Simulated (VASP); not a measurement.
Write the native input for VASP 6.6.1 that does the following.

- Task: single point
- Functional: PBEsol
- Potentials or basis: VASP PAW PBE potentials, release 64 (Ir, Sn_d, O)
- Cutoff: 520 eV
- k mesh: 4 × 4 × 3
- Occupations: gaussian, width 0.05 eV
- Spin: collinear spin
- Starting moments: [0.48, 0.0, 0.0, 0.0, 0.09, 0.0, 0.05, 0.05, 0.09, 0.0, 0.05, 0.05] μB
- Dipole correction: no
- Further INCAR settings: ALGO = Normal; EDIFF = 1e-06; NBANDS = 66

The structure of Sn3IrO8 lies in POSCAR:

```
Sn3IrO8
1.0
    4.7373500000      0.0000000000      0.0000000000
    0.0000000000      4.7373500000      0.0000000000
    0.0000000000      0.0000000000      6.3728000000
Ir Sn O
1 3 8
Direct
    1.0000000000      1.0000000000      0.0000000000
    1.0000000000      1.0000000000      0.5000000000
    0.5000000000      0.5000000000      0.2480852912
    0.5000000000      0.5000000000      0.7519147088
    0.2968981925      0.2968981925      0.0000000000
    0.3076883062      0.3076883062      0.5000000000
    0.1906566102      0.8093433898      0.2437520800
    0.1906566102      0.8093433898      0.7562479200
    0.7031018075      0.7031018075      0.0000000000
    0.6923116938      0.6923116938      0.5000000000
    0.8093433898      0.1906566102      0.2437520800
    0.8093433898      0.1906566102      0.7562479200
```

One way to write it, as run:

INCAR

```
SYSTEM = Sn3IrO8
PREC = Accurate
ENCUT = 520
EDIFF = 1E-6
ISMEAR = 0
SIGMA = 0.05
LREAL = .False.
LASPH = .True.
NELM = 150
ALGO = Normal
ISIF = 2
LWAVE = .False.
LCHARG = .False.
ISPIN = 2
MAGMOM = 0.48 0 0 0 0.09 0 0.05 0.05 0.09 0 0.05 0.05
LORBIT = 11
LMAXMIX = 4
GGA = PS
NBANDS = 66
```

KPOINTS

```
regular mesh
0
Gamma
  4 4 3
  0 0 0
```

Potentials or basis: VASP PAW PBE potentials, release 64 (Ir, Sn_d, O).

Command:

```sh
$ cat potpaw_PBE.64/Ir/POTCAR potpaw_PBE.64/Sn_d/POTCAR potpaw_PBE.64/O/POTCAR > POTCAR
$ mpirun -np 1 vasp_std > vasp.out
```

Results of the run:

```yaml
Pressure: -0.2 GPa
Largest_force: 0.086 eV/Å
Band_gap_on_the_k_mesh: zero (filled and empty bands overlap)
Net_moment: 0.99 μB per cell
Site_moments: Ir +0.60; Sn -0.00; O +0.07, +0.00, +0.04 (each value once) μB
Valence_electrons_inside_the_program's_atomic_spheres: Ir 8.21; Sn 12.36, 12.34 (each value once); O 5.00, 5.04, 5.01 (each value once)
```

Caveat: the PAW data sets were made with another functional, which shifts forces and pressure a little; spin-orbit coupling is left out, which moves the levels of the heavy elements.

Wall time 5.8 min on 1 thread of Intel(R) Xeon(R) Platinum 8375C CPU @ 2.90GHz (Ice Lake) (shared host), peak memory 0.4 GiB.
